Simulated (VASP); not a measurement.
# Rh (P6/mmm) in VASP: notebook

The runs below take Rh through single point, with PBE.

All numbers are computed with VASP 6.6.1; they aren't measurements. Logs are shortened: lines on timing, memory, paths and dates and some standing lists are left out, and cuts for length are marked.

## (1) The cell of the first run

Symmetry: P6/mmm, No. 191, hexagonal system. Conventional cell: a = 2.239 Å, b = 2.239 Å, c = 2.121 Å, α = 90.00°, β = 90.00°, γ = 120.00°. Rh (site symmetry 6/mmm) has 8 Rh at 2.12 to 2.24 Å within 2.8 Å.

## (2) Single point, PBE (volume scaled by 0.6)

The input, INCAR:

```
SYSTEM = Rh
PREC = Accurate ; ENCUT = 520
EDIFF = 1E-6 ; ISMEAR = -1
SIGMA = 0.1 ; LREAL = .False.
LASPH = .True. ; NELM = 80
ALGO = Normal ; ISIF = 2
LWAVE = .False. ; LCHARG = .True.
GGA = PE ; LELF = .True.
LVHAR = .True. ; NBANDS = 14
```

The input, KPOINTS:

```
Automatic mesh
0
Gamma
  17 17 15
  0 0 0
```

The input, POSCAR:

```
Rh
1.0
    2.2391282396      0.0000000000      0.0000000000
   -1.1195641198      1.9391419378      0.0000000000
    0.0000000000      0.0000000000      2.1213506196
Rh
1
Direct
    0.0000000000      0.0000000000      0.0000000000
```

Potentials or basis: VASP PAW PBE potentials, release 64 (Rh_pv).

The run is started by

```console
> cat potpaw_PBE.64/Rh_pv/POTCAR > POTCAR
> mpirun -np 1 vasp_std > vasp.out
```

OUTCAR:

```text
SYSTEM = Rh
   PREC = Accurate
   ENCUT = 520
   EDIFF = 1E-6
   ISMEAR = -1
   LREAL = .False.
   LASPH = .True.
   NELM = 80
   ISIF = 2
   GGA = PE

 ion  position               nearest neighbor table
   1  0.000  0.000  0.000-

  LATTYP: Found a hexagonal cell.
 ALAT       =     2.2391282396
 C/A-ratio  =     0.9474002346

  Lattice vectors:

 A1 = (   2.2391282396,   0.0000000000,   0.0000000000)
 A2 = (  -1.1195641198,   1.9391419378,   0.0000000000)
 A3 = (   0.0000000000,   0.0000000000,   2.1213506196)

Analysis of symmetry for initial positions (statically):
=====================================================================
 Subroutine PRICEL returns:
 Original cell was already a primitive cell.

 Routine SETGRP: Setting up the symmetry group for a
 hexagonal supercell.

 Subroutine GETGRP returns: Found 24 space group operations
 (whereof 24 operations were pure point group operations)
 out of a pool of 24 trial point group operations.

The static configuration has the point symmetry D_6h.

Analysis of symmetry for dynamics (positions and initial velocities):
=====================================================================
 Subroutine PRICEL returns:
 Original cell was already a primitive cell.

 Routine SETGRP: Setting up the symmetry group for a
 hexagonal supercell.

 Subroutine GETGRP returns: Found 24 space group operations
 (whereof 24 operations were pure point group operations)
 out of a pool of 24 trial point group operations.

The dynamic configuration has the point symmetry D_6h.

 Subroutine INISYM returns: Found 24 space group operations
 (whereof 24 operations are pure point group operations),
 and found     1 'primitive' translations

----------------------------------------------------------------------------------------

                                     Primitive cell

  volume of cell :       9.2109

  direct lattice vectors                    reciprocal lattice vectors
     2.239128240  0.000000000  0.000000000     0.446602380  0.257846004  0.000000000
    -1.119564120  1.939141938  0.000000000     0.000000000  0.515692008  0.000000000
     0.000000000  0.000000000  2.121350620     0.000000000  0.000000000  0.471397793

  length of vectors
     2.239128240  2.239128240  2.121350620     0.515692008  0.515692008  0.471397793

  position of ions in fractional coordinates (direct lattice)
     0.000000000  0.000000000  0.000000000

  ion indices of the primitive-cell ions
   primitive index   ion index
                 1           1

[... 83 lines left out ...]
   NUPDOWN=      -1.0000    fix difference up-down
   EMIN   =  10.00;   EMAX   =-10.00  energy-range for DOS
   EFERMI =   0.00;   METHOD = LEGACY
   ISMEAR =    -1;   SIGMA  =   0.10  broadening in eV -4-tet -1-fermi 0-gaus
   EFERMI_NEDOS =   21; number of points for ismear=-14 and -15
   IALGO  =     38    algorithm
   IMIX   =      4    mixing-type and parameters
     AMIX     =   0.40;   BMIX     =  1.00
     AMIX_MAG =   1.60;   BMIX_MAG =  1.00
  volume/ion in A,a.u.               =       9.21        62.16
  Fermi-wavevector in a.u.,A,eV,Ry     =   1.926068  3.639740 50.474040  3.709737
  Thomas-Fermi vector in A             =   2.959305
   LORBIT       =      0    0 simple, 1 ext, 2 COOP (PROOUT), +10 PAW based schemes
   GGA     = PE    functional components
   LHFCALC =     F    Hartree Fock is set to
   AEXX    =    0.0000 exact exchange contribution
   IVDW    =     0    specifies the selected vdW correction
   LEPSILON=     F    determine dielectric tensor
   LRPA    =     F    only Hartree local field effects (RPA)
 non-spin polarized calculation
  energy-cutoff  :      520.00
  volume of cell :        9.21
 maximum number of plane-waves:       258
 NGX is ok and might be reduce to    18
   NGX =  9   NGY =  9   NGZ =  7

 number of electron      14.9999996 magnetization

 Free energy of the ion-electron system (eV)
  ---------------------------------------------------
  ext. energy  EPLUGINS =         0.00000000
  ---------------------------------------------------
  free energy    TOTEN  =        -2.39073459 eV

  energy without entropy =       -2.36747746  energy(sigma->0) =       -2.37910603

 E-fermi :  20.9121     XC(G=0): -16.6655

 val. band max:       20.8961197384   @ k =   0.3529   0.1765   0.0000
 cond. band min:      20.9344382195   @ k =   0.2353   0.2353   0.0000
 fundamental gap:      0.0383184812
 Fermi energy:        20.9121007514

 k-point     1 :       0.0000    0.0000    0.0000
  band No.  band energies     occupation
      1     -25.9995      2.00000
      2     -25.9995      2.00000
      3     -25.9330      2.00000
      4      10.0749      2.00000
      5      10.3647      2.00000
      6      15.3120      2.00000
      7      15.3120      2.00000
      8      22.9421      0.00000
      9      22.9421      0.00000
     10      36.0917      0.00000
     11      40.7587      0.00000
     12      41.4664      0.00000
     13      49.2448      0.00000
     14      49.2448      0.00000
[... 377 lines left out ...]
      1     -28.0524      2.00000
      2     -26.7298      2.00000
      3     -25.6692      2.00000
      4      11.9348      2.00000
      5      12.8690      2.00000
      6      14.1847      2.00000
      7      19.5432      2.00000
      8      21.3972      0.01552
      9      21.8017      0.00027
     10      38.9419      0.00000
     11      39.0274      0.00000
     12      40.7706      0.00000
     13      48.0075      0.00000
     14      48.5967      0.00000

 [... further k-points ...]

------------------------ aborting loop because EDIFF is reached ----------------------------------------

  FORCE on cell =-STRESS in cart. coord.  units (eV):
  Direction    XX          YY          ZZ          XY          YZ          ZX
  --------------------------------------------------------------------------------------
  -------------------------------------------------------------------------------------
  Total       21.5857231     21.5857231     21.7019028      0.0000000      0.0000000      0.0000000
  in kB     3754.7079508   3754.7079507   3774.9167244      0.0000000      0.0000000      0.0000000
  external PRESSURE =    3761.4442087 kB  Pullay stress =       0.0000000 kB

 VOLUME and BASIS-vectors are now :
 -----------------------------------------------------------------------------
  energy-cutoff  :      520.00
  volume of cell :        9.21
      direct lattice vectors                 reciprocal lattice vectors
     2.239128240  0.000000000  0.000000000     0.446602380  0.257846004  0.000000000
    -1.119564120  1.939141938  0.000000000     0.000000000  0.515692008  0.000000000
     0.000000000  0.000000000  2.121350620     0.000000000  0.000000000  0.471397793

 POSITION                                       TOTAL-FORCE (eV/Angst)
 -----------------------------------------------------------------------------------
      0.00000      0.00000      0.00000        -0.000000      0.000000      0.000000
 -----------------------------------------------------------------------------------
    total drift:                               -0.000000     -0.000000      0.000000

  FREE ENERGIE OF THE ION-ELECTRON SYSTEM (eV)
  ---------------------------------------------------
  free  energy   TOTEN  =        -2.3907345883 eV

  energy  without entropy=       -2.3674774617  energy(sigma->0) =       -2.37910603
```

stdout:

```text
POSCAR found type information on POSCAR Rh
 POSCAR found :  1 types and       1 ions
 scaLAPACK will be used
 LDA part: xc-table for (Slater+PW92), standard interpolation
 POSCAR, INCAR and KPOINTS ok, starting setup
 FFT: planning ... GRIDC
 FFT: planning ... GRID_SOFT
 FFT: planning ... GRID
 WAVECAR not read
 entering main loop
```

It took 11 s on 1 thread of Intel Xeon 6975P-C (Granite Rapids), shared host; peak memory 0.14 GiB.

What came out:

- Free energy: -2.3907 eV
- Pressure: 376.1 GPa

## (3) Single point, PBE (volume scaled by 0.6)

The input, INCAR:

```
ALGO     = Normal         # electronic algorithm
EDIFF    = 1E-6           # SCF threshold, eV
ENCUT    = 520            # plane-wave cutoff, eV
GGA      = PE             # functional
ISIF     = 2              # what is computed and relaxed
ISMEAR   = -1             # smearing method
LASPH    = True           # aspherical terms in the spheres
LCHARG   = False          # write CHGCAR
LREAL    = False          # projectors in reciprocal space
LWAVE    = False          # write WAVECAR
NBANDS   = 14             # bands
NELM     = 100            # most SCF steps
PREC     = Accurate       # precision mode
SIGMA    = 0.1            # smearing width, eV
```

The input, KPOINTS:

```
k-points
0
Gamma
  17 17 15
```

POSCAR is that of step 2.

Potentials or basis: VASP PAW PBE potentials, release 64 (Rh_pv).

The run is started by

```console
> cat potpaw_PBE.64/Rh_pv/POTCAR > POTCAR
> mpirun -np 1 vasp_std > vasp.out
```

Run time: 10 s. Hardware: 1 thread of Intel Xeon 6975P-C (Granite Rapids), shared host; peak memory 0.14 GiB.

Results (log left out):

| Quantity | Value |
| --- | --- |
| Free energy | -2.3907 eV |
| Pressure | 376.1 GPa |

Stress tensor (GPa, compression positive):
```
375.47   0.00   0.00
  0.00 375.47   0.00
  0.00   0.00 377.49
```

Levels at points of the mesh, in eV from the Fermi level:
```tsv
k point	band 6	band 7	band 8	band 9	band 10	band 11
(0.00, 0.00, 0.00)	-5.60	-5.60	2.03	2.03	15.18	19.85
```

## (4) Single point, PBE (volume scaled by 0.68)

The input, INCAR:

```
SYSTEM = Rh
ALGO = Normal
EDIFF = 1E-6
ENCUT = 520
GGA = PE
ISIF = 2
ISMEAR = -1
LASPH = .TRUE.
LCHARG = .TRUE.
LELF = .TRUE.
LREAL = .FALSE.
LVHAR = .TRUE.
LWAVE = .FALSE.
NBANDS = 14
NELM = 80
PREC = Accurate
SIGMA = 0.1
```

The input, KPOINTS:

```
k-points
0
G
  17 17 15
  0 0 0
```

The input, POSCAR:

```
Rh
1.0
    2.3328760865      0.0000000000      0.0000000000
   -1.1664380432      2.0203299548      0.0000000000
    0.0000000000      0.0000000000      2.2148519904
Rh
1
Direct
    0.0000000000      0.0000000000      0.0000000000
```

The run is started by

```console
> cat potpaw_PBE.64/Rh_pv/POTCAR > POTCAR
> mpirun -np 1 vasp_std > vasp.out
```

Run time: 10 s. Hardware: 1 thread of Intel Xeon 6975P-C (Granite Rapids), shared host; peak memory 0.15 GiB.

The run converged. Its results:

- Free energy: -4.5802 eV
- Pressure: 210.1 GPa

Stress tensor (GPa, compression positive):
```
209.97   0.00   0.00
  0.00 209.97   0.00
  0.00   0.00 210.43
```

Levels at points of the mesh, in eV from the Fermi level:
| k point | band 5 | band 6 | band 7 | band 8 | band 9 | band 10 | band 11 | band 12 |
| --- | --- | --- | --- | --- | --- | --- | --- | --- |
| (0.00, 0.00, 0.00) | -8.92 | -4.61 | -4.61 | 1.67 | 1.67 | 15.82 | 19.56 | 20.17 |

## (5) Single point, PBE (volume scaled by 0.68)

The input, INCAR:

```
PREC = Accurate
ENCUT = 520
EDIFF = 1E-6
ISMEAR = -1
SIGMA = 0.1
LREAL = False
LASPH = True
NELM = 60
ALGO = Normal
ISIF = 2
LWAVE = False
LCHARG = False
GGA = PE
NBANDS = 14
```

The input, KPOINTS:

```
Automatic mesh
0
Gamma
  17 17 15
```

POSCAR is that of step 4.

Potentials or basis: VASP PAW PBE potentials, release 64 (Rh_pv).

The run is started by

```console
> cat potpaw_PBE.64/Rh_pv/POTCAR > POTCAR
> mpirun -np 1 vasp_std > vasp.out
```

OUTCAR:

```text
PREC = Accurate
   ENCUT = 520
   EDIFF = 1E-6
   ISMEAR = -1
   LREAL = False
   LASPH = True
   NELM = 60
   ISIF = 2
   GGA = PE

 ion  position               nearest neighbor table
   1  0.000  0.000  0.000-

  LATTYP: Found a hexagonal cell.
 ALAT       =     2.3328760865
 C/A-ratio  =     0.9494083304

  Lattice vectors:

 A1 = (   2.3328760865,   0.0000000000,   0.0000000000)
 A2 = (  -1.1664380432,   2.0203299548,   0.0000000000)
 A3 = (   0.0000000000,   0.0000000000,   2.2148519904)

Analysis of symmetry for initial positions (statically):
=====================================================================
 Subroutine PRICEL returns:
 Original cell was already a primitive cell.

 Routine SETGRP: Setting up the symmetry group for a
 hexagonal supercell.

 Subroutine GETGRP returns: Found 24 space group operations
 (whereof 24 operations were pure point group operations)
 out of a pool of 24 trial point group operations.

The static configuration has the point symmetry D_6h.

Analysis of symmetry for dynamics (positions and initial velocities):
[... 166 lines left out ...]
      1     -28.9511      2.00000
      2     -28.9511      2.00000
      3     -28.8905      2.00000
      4       7.8527      2.00000
      5       8.7805      2.00000
      6      13.0919      2.00000
      7      13.0919      2.00000
      8      19.3748      0.00000
      9      19.3748      0.00000
     10      33.5303      0.00000
     11      37.2636      0.00000
     12      37.8721      0.00000
     13      44.6931      0.00000
     14      44.6931      0.00000
[... 377 lines left out ...]
      1     -30.3711      2.00000
      2     -29.4534      2.00000
      3     -28.7119      2.00000
      4      10.0490      2.00000
      5      10.9837      2.00000
      6      11.6666      2.00000
      7      16.6222      1.99996
      8      18.1501      0.02313
      9      18.4624      0.00103
     10      34.7696      0.00000
     11      34.8009      0.00000
     12      37.8786      0.00000
     13      43.3300      0.00000
     14      44.4217      0.00000

 [... further k-points ...]

------------------------ aborting loop because EDIFF is reached ----------------------------------------

  FORCE on cell =-STRESS in cart. coord.  units (eV):
  Direction    XX          YY          ZZ          XY          YZ          ZX
  --------------------------------------------------------------------------------------
  -------------------------------------------------------------------------------------
  Total       13.6808905     13.6808905     13.7102645      0.0000000     -0.0000000     -0.0000000
  in kB     2099.7436021   2099.7436021   2104.2519183      0.0000001     -0.0000000     -0.0000000
  external PRESSURE =    2101.2463742 kB  Pullay stress =       0.0000000 kB

 VOLUME and BASIS-vectors are now :
 -----------------------------------------------------------------------------
  energy-cutoff  :      520.00
  volume of cell :       10.44
      direct lattice vectors                 reciprocal lattice vectors
     2.332876086  0.000000000  0.000000000     0.428655429  0.247484327  0.000000000
    -1.166438043  2.020329955  0.000000000     0.000000000  0.494968655  0.000000000
     0.000000000  0.000000000  2.214851990     0.000000000  0.000000000  0.451497438

 POSITION                                       TOTAL-FORCE (eV/Angst)
 -----------------------------------------------------------------------------------
      0.00000      0.00000      0.00000         0.000000      0.000000      0.000000
 -----------------------------------------------------------------------------------
    total drift:                                0.000000      0.000000      0.000000

  FREE ENERGIE OF THE ION-ELECTRON SYSTEM (eV)
  ---------------------------------------------------
  free  energy   TOTEN  =        -4.5801971928 eV

  energy  without entropy=       -4.5505195770  energy(sigma->0) =       -4.56535838
```

Wall time 12 s (1 thread of Intel Xeon 6975P-C (Granite Rapids), shared host); peak memory 0.14 GiB.

Results:

```yaml
Free_energy: -4.5802 eV
Pressure: 210.1 GPa
```

Stress tensor (GPa, compression positive):
```
209.97   0.00   0.00
  0.00 209.97   0.00
  0.00   0.00 210.43
```

Levels at points of the mesh, in eV from the Fermi level:
| k point | band 5 | band 6 | band 7 | band 8 | band 9 | band 10 | band 11 | band 12 |
| --- | --- | --- | --- | --- | --- | --- | --- | --- |
| (0.00, 0.00, 0.00) | -8.92 | -4.61 | -4.61 | 1.67 | 1.67 | 15.82 | 19.56 | 20.17 |

## (6) Single point, PBE (volume scaled by 0.76)

The input, INCAR:

```
ALGO = Normal
EDIFF = 1E-7
ENCUT = 520
GGA = PE
ISIF = 2
ISMEAR = -1
LASPH = True
LCHARG = False
LREAL = False
LWAVE = False
NBANDS = 14
NELM = 80
PREC = Accurate
SIGMA = 0.1
```

The input, KPOINTS:

```
k-points
0
Gamma
  17 17 15
```

The input, POSCAR:

```
Rh
1.0
    2.4187067491      0.0000000000      0.0000000000
   -1.2093533745      2.0946614891      0.0000000000
    0.0000000000      0.0000000000      2.3028534377
Rh
1
Direct
    0.0000000000      0.0000000000      0.0000000000
```

Potentials or basis: VASP PAW PBE potentials, release 64 (Rh_pv).

The run is started by

```console
> cat potpaw_PBE.64/Rh_pv/POTCAR > POTCAR
> mpirun -np 1 vasp_std > vasp.out
```

Run time: 12 s. Hardware: 1 thread of Intel Xeon 6975P-C (Granite Rapids), shared host; peak memory 0.15 GiB.

Results (log left out):

| Quantity | Value |
| --- | --- |
| Free energy | -5.7916 eV |
| Pressure | 114.0 GPa |

Stress tensor (GPa, compression positive):
```
113.87   0.00   0.00
  0.00 113.87   0.00
  0.00   0.00 114.13
```

Levels at points of the mesh, in eV from the Fermi level:
```
           k point  band 4  band 5  band 6  band 7  band 8  band 9  band 10  band 11
(0.00, 0.00, 0.00)   -9.02   -7.63   -3.89   -3.89    1.39    1.39    16.20    18.65
```

## (7) Summary

```tsv
cell	gap on the mesh (eV)	pressure (GPa)
a = 2.239, b = 2.239, c = 2.121 Å, angles 90.0, 90.0, 120.0°, 1 atom	none	376.1
a = 2.333, b = 2.333, c = 2.215 Å, angles 90.0, 90.0, 120.0°, 1 atom	none	210.1
a = 2.419, b = 2.419, c = 2.303 Å, angles 90.0, 90.0, 120.0°, 1 atom	none	114.0
```

Alike in all rows: task single point; level PBE; potentials or basis VASP PAW PBE potentials, release 64 (Rh_pv); no spin polarisation; k mesh 17 × 17 × 15; cutoff (eV) 520; smearing fermi-dirac 0.1 eV.

Absolute energies hang on the potentials; compare differences alone.
